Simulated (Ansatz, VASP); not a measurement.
Two plane-wave programs on HfBr

```
CELL_PARAMETERS angstrom
3.66651 0.00000 0.00000
0.00000 3.66651 0.00000
0.00000 0.00000 4.13093
ATOMIC_POSITIONS crystal
Hf 0.00000 0.00000 0.00000
Br 0.50000 0.50000 0.50000
```

Change from the starting cell: species swapped into the NbRu type (P4/mmm, No. 123).

Alike in both runs: task relaxation of cell and atoms; functional PBE; k mesh 6 × 6 × 4; occupations gaussian, width 0.1 eV; no spin polarisation.

```csv
,VASP,Ansatz
version,VASP 6.6.1,Ansatz 0.2.0
potentials or method,"VASP PAW PBE potentials, release 64 (Hf_pv, Br), cutoff 600 eV","scalar-relativistic, plane waves, PAW"
valence electrons in the cell,17,33
```

|  | VASP | Ansatz | Ansatz less VASP |
| --- | --- | --- | --- |
| gap on the k mesh at the Fermi level, each at its own relaxed structure (eV) | none | none | - |
| relaxed volume (Å³/atom) | 20.62 | 20.77 | +0.150 |
| relaxed length of the cell vector where the two differ most in proportion (Å) | 4.033 | 4.058 | +0.0246 |

A gap of «none» marks a metal or a gap that the smearing closes. VASP's potentials hold 17 valence electrons a cell and Ansatz's 33, so a difference there can come from the potentials and not from the codes.

The k mesh is coarse, so the values compare programs but aren't converged. Spin-orbit coupling is off throughout. Noted on VASP's run: the volume moved by over 15 % at a fixed basis, so the end points are rough.
